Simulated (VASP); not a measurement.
# MgO (P6_3/mmc) in VASP: further runs

Runs on MgO. Level: LDA. Tasks: single point.

Everything below comes from runs of VASP 6.6.1. Logs are shortened: lines on timing, memory, paths and dates and some standing lists are left out, and cuts for length are marked.

## Step 1: The cell of the first run

Symmetry: P6_3/mmc, No. 194, hexagonal system. Conventional cell: a = 3.680 Å, b = 3.680 Å, c = 3.749 Å, α = 90.00°, β = 90.00°, γ = 120.00°. Mg (site symmetry -6m2) has 5 O at 1.87 to 2.12 Å within 2.5 Å. Within 2.5 Å of O (site symmetry -6m2) lie 5 Mg at 1.87 to 2.12 Å.

## Step 2: Single point, LDA

Contents of INCAR:

```
PREC = Accurate
ENCUT = 520
EDIFF = 1E-6
ISMEAR = 0
SIGMA = 0.05
LREAL = F
LASPH = T
NELM = 100
ALGO = Normal
ISIF = 2
LWAVE = F
LCHARG = F
NBANDS = 16
```

Contents of KPOINTS:

```
Automatic mesh
0
Gamma
  12 12 6
```

Contents of POSCAR:

```
MgO
1.0
    3.6804547285      0.0000000000      0.0000000000
   -1.8402273643      3.1873672923      0.0000000000
    0.0000000000      0.0000000000      3.7490278863
Mg O
2 2
Direct
    0.6666666667      0.3333333333      0.7500000000
    0.3333333333      0.6666666667      0.2500000000
    0.6666666667      0.3333333333      0.2500000000
    0.3333333333      0.6666666667      0.7500000000
```

Potentials or basis: VASP PAW LDA potentials, release 64 (Mg, O).

Command:

```bash
$ cat potpaw_LDA.64/Mg/POTCAR potpaw_LDA.64/O/POTCAR > POTCAR
$ mpirun -np 1 vasp_std > vasp.out
```

OUTCAR:

```text
PREC = Accurate
   ENCUT = 520
   EDIFF = 1E-6
   ISMEAR = 0
   LREAL = F
   LASPH = T
   NELM = 100
   ISIF = 2

 ion  position               nearest neighbor table
   1  0.667  0.333  0.750-   3 1.87   3 1.87   4 2.12   4 2.12   4 2.12   2 2.83   2 2.83   2 2.83
                             2 2.83   2 2.83   2 2.83
   2  0.333  0.667  0.250-   4 1.87   4 1.87   3 2.12   3 2.12   3 2.12   1 2.83   1 2.83   1 2.83
                             1 2.83   1 2.83   1 2.83
   3  0.667  0.333  0.250-   1 1.87   1 1.87   2 2.12   2 2.12   2 2.12
   4  0.333  0.667  0.750-   2 1.87   2 1.87   1 2.12   1 2.12   1 2.12

  LATTYP: Found a hexagonal cell.
 ALAT       =     3.6804547285
 C/A-ratio  =     1.0186317080

  Lattice vectors:

 A1 = (   3.6804547285,   0.0000000000,   0.0000000000)
 A2 = (  -1.8402273643,   3.1873672923,   0.0000000000)
 A3 = (   0.0000000000,   0.0000000000,   3.7490278863)

Analysis of symmetry for initial positions (statically):
=====================================================================
 Subroutine PRICEL returns:
 Original cell was already a primitive cell.

 Routine SETGRP: Setting up the symmetry group for a
 hexagonal supercell.

 Subroutine GETGRP returns: Found 24 space group operations
 (whereof 12 operations were pure point group operations)
 out of a pool of 24 trial point group operations.

The static configuration has the point symmetry D_3d.
 The point group associated with its full space group is D_6h.

Analysis of symmetry for dynamics (positions and initial velocities):
=====================================================================
 Subroutine PRICEL returns:
 Original cell was already a primitive cell.

 Routine SETGRP: Setting up the symmetry group for a
 hexagonal supercell.

 Subroutine GETGRP returns: Found 24 space group operations
 (whereof 12 operations were pure point group operations)
 out of a pool of 24 trial point group operations.

The dynamic configuration has the point symmetry D_3d.
 The point group associated with its full space group is D_6h.

 Subroutine INISYM returns: Found 24 space group operations
 (whereof 12 operations are pure point group operations),
 and found     1 'primitive' translations

----------------------------------------------------------------------------------------

                                     Primitive cell

[... 89 lines left out ...]
   LNONCOLLINEAR =      F non collinear calculations
   LSORBIT =      F    spin-orbit coupling
   LASPH  =      T    aspherical Exc in radial PAW
   ENCUT  =  520.0 eV  38.22 Ry    6.18 a.u.   6.84  6.84  6.97*2*pi/ulx,y,z
   NELM   =    100;   NELMIN=  2; NELMDL= -5     # of ELM steps
   EDIFF  = 0.1E-05   stopping-criterion for ELM
   LREAL  =      F    real-space projection
   EDIFFG = 0.1E-04   stopping-criterion for IOM
   NSW    =      0    number of steps for IOM
   IBRION =     -1    ionic relax: 0-MD 1-quasi-New 2-CG
   NFREE  =      0    steps in history (QN), initial steepest desc. (CG)
   ISIF   =      2    stress and relaxation
   ISYM   =      2    0-nonsym 1-usesym 2-fastsym
   POTIM  = 0.5000    time-step for ionic-motion
   TEBEG  =    0.0;   TEEND  =   0.0 temperature during run
   PSTRESS=    0.0 pullay stress
   NELECT =      16.0000    total number of electrons
   NUPDOWN=      -1.0000    fix difference up-down
   EMIN   =  10.00;   EMAX   =-10.00  energy-range for DOS
   EFERMI =   0.00;   METHOD = LEGACY
   ISMEAR =     0;   SIGMA  =   0.05  broadening in eV -4-tet -1-fermi 0-gaus
   EFERMI_NEDOS =   21; number of points for ismear=-14 and -15
   IALGO  =     38    algorithm
   IMIX   =      4    mixing-type and parameters
     AMIX     =   0.40;   BMIX     =  1.00
     AMIX_MAG =   1.60;   BMIX_MAG =  1.00
  volume/ion in A,a.u.               =      10.99        74.20
  Fermi-wavevector in a.u.,A,eV,Ry     =   1.168685  2.208494 18.583167  1.365824
  Thomas-Fermi vector in A             =   2.305168
   LORBIT       =      0    0 simple, 1 ext, 2 COOP (PROOUT), +10 PAW based schemes
   GGA     = CA    functional components
   LHFCALC =     F    Hartree Fock is set to
   AEXX    =    0.0000 exact exchange contribution
   IVDW    =     0    specifies the selected vdW correction
   LEPSILON=     F    determine dielectric tensor
   LRPA    =     F    only Hartree local field effects (RPA)
 non-spin polarized calculation
 Gauss-broadening in eV      SIGMA  =   0.05
  energy-cutoff  :      520.00
  volume of cell :       43.98
 maximum number of plane-waves:      1206
 NGX is ok and might be reduce to    28
   NGX = 13   NGY = 13   NGZ = 13

 number of electron      15.9999998 magnetization

 Free energy of the ion-electron system (eV)
  ---------------------------------------------------
  ext. energy  EPLUGINS =         0.00000000
  ---------------------------------------------------
  free energy    TOTEN  =       -25.95816834 eV

  energy without entropy =      -25.95816834  energy(sigma->0) =      -25.95816834

 E-fermi :   1.7408     XC(G=0): -10.5194

 val. band max:        1.4254868775   @ k =   0.5000  -0.0000   0.0000
 cond. band min:       4.8195170129   @ k =   0.0000   0.0000   0.0000
 fundamental gap:      3.3940301354
 Fermi energy:         1.7408011540

 k-point     1 :       0.0000    0.0000    0.0000
  band No.  band energies     occupation
      1     -15.1393      2.00000
      2     -13.4728      2.00000
      3      -1.6575      2.00000
      4      -0.4634      2.00000
      5      -0.4634      2.00000
      6       0.9393      2.00000
[... 433 lines left out ...]
      3      -1.8941      2.00000
      4      -0.9212      2.00000
      5      -0.8648      2.00000
      6      -0.2230      2.00000
[... 8 lines left out ...]
     15      16.4394      0.00000
     16      17.3296      0.00000

 [... further k-points ...]
[... 5 lines left out ...]
  --------------------------------------------------------------------------------------
  -------------------------------------------------------------------------------------
  Total       -2.7883054     -2.7883054      8.7330585      0.0000000      0.0000000      0.0000000
  in kB     -101.5777679   -101.5777679    318.1446974      0.0000000      0.0000000      0.0000000
  external PRESSURE =      38.3297205 kB  Pullay stress =       0.0000000 kB

 VOLUME and BASIS-vectors are now :
 -----------------------------------------------------------------------------
  energy-cutoff  :      520.00
  volume of cell :       43.98
      direct lattice vectors                 reciprocal lattice vectors
     3.680454728  0.000000000  0.000000000     0.271705556  0.156869276  0.000000000
    -1.840227364  3.187367292  0.000000000     0.000000000  0.313738552  0.000000000
     0.000000000  0.000000000  3.749027886     0.000000000  0.000000000  0.266735813

 POSITION                                       TOTAL-FORCE (eV/Angst)
 -----------------------------------------------------------------------------------
      1.84023      1.06246      2.81177         0.000000     -0.000000      0.000000
     -0.00000      2.12491      0.93726         0.000000      0.000000      0.000000
      1.84023      1.06246      0.93726        -0.000000      0.000000      0.000000
     -0.00000      2.12491      2.81177         0.000000      0.000000      0.000000
 -----------------------------------------------------------------------------------
    total drift:                               -0.000000     -0.000000     -0.000000

  FREE ENERGIE OF THE ION-ELECTRON SYSTEM (eV)
  ---------------------------------------------------
  free  energy   TOTEN  =       -25.9581683414 eV

  energy  without entropy=      -25.9581683414  energy(sigma->0) =      -25.95816834
```

OSZICAR:

```text
N       E                     dE             d eps       ncg     rms          rms(c)
DAV:   1     0.590811370459E+02    0.59081E+02   -0.76519E+03  2432   0.894E+02
DAV:   2    -0.266329782965E+02   -0.85714E+02   -0.78834E+02  3344   0.199E+02
DAV:   3    -0.304396045635E+02   -0.38066E+01   -0.37967E+01  2880   0.429E+01
DAV:   4    -0.304557945172E+02   -0.16190E-01   -0.16189E-01  3104   0.326E+00
DAV:   5    -0.304558766267E+02   -0.82110E-04   -0.82109E-04  2904   0.216E-01    0.114E+01
DAV:   6    -0.261840237125E+02    0.42719E+01   -0.10687E+01  2736   0.255E+01    0.360E+00
DAV:   7    -0.260463517767E+02    0.13767E+00   -0.18720E-01  2472   0.335E+00    0.214E+00
DAV:   8    -0.259618302117E+02    0.84522E-01   -0.14601E-01  2776   0.353E+00    0.583E-01
DAV:   9    -0.259580698763E+02    0.37603E-02   -0.14967E-02  2888   0.101E+00    0.121E-01
DAV:  10    -0.259581818147E+02   -0.11194E-03   -0.60881E-04  2696   0.216E-01    0.217E-02
DAV:  11    -0.259581699047E+02    0.11910E-04   -0.49878E-05  2992   0.557E-02    0.134E-02
DAV:  12    -0.259581688482E+02    0.10565E-05   -0.19792E-06  2728   0.111E-02    0.641E-03
DAV:  13    -0.259581683414E+02    0.50678E-06   -0.17029E-06  1680   0.107E-02
   1 F= -.25958168E+02 E0= -.25958168E+02  d E =-.529405E-21
```

Wall time 35 s (1 thread of Intel Xeon Platinum 8259CL at 2.50GHz (Skylake/Cascade Lake), shared host); peak memory 0.16 GiB.

What came out:

```
Free energy            : -25.9582 eV
Pressure               : 3.8 GPa
Band gap on the k mesh : 3.39 eV, indirect (least direct gap 3.48 eV)
```

Stress tensor (GPa, compression positive):
```
-10.16   0.00   0.00
  0.00 -10.16   0.00
  0.00   0.00  31.81
```

Levels at points of the mesh, in eV from the valence-band top:
```tsv
k point	band 6	band 7	band 8	band 9	band 10	band 11
(0.00, 0.00, 0.00)	-0.49	-0.49	-0.09	3.39	10.31	11.55
(0.50, 0.00, 0.00)	-1.33	-1.18	0.00	6.64	9.21	11.17
(0.00, 0.00, 0.50)	-1.22	-1.22	-1.22	6.60	6.60	11.89
(0.50, 0.00, 0.50)	-1.45	-0.62	-0.62	7.39	7.39	11.94
```

[end of part 1 of 2]
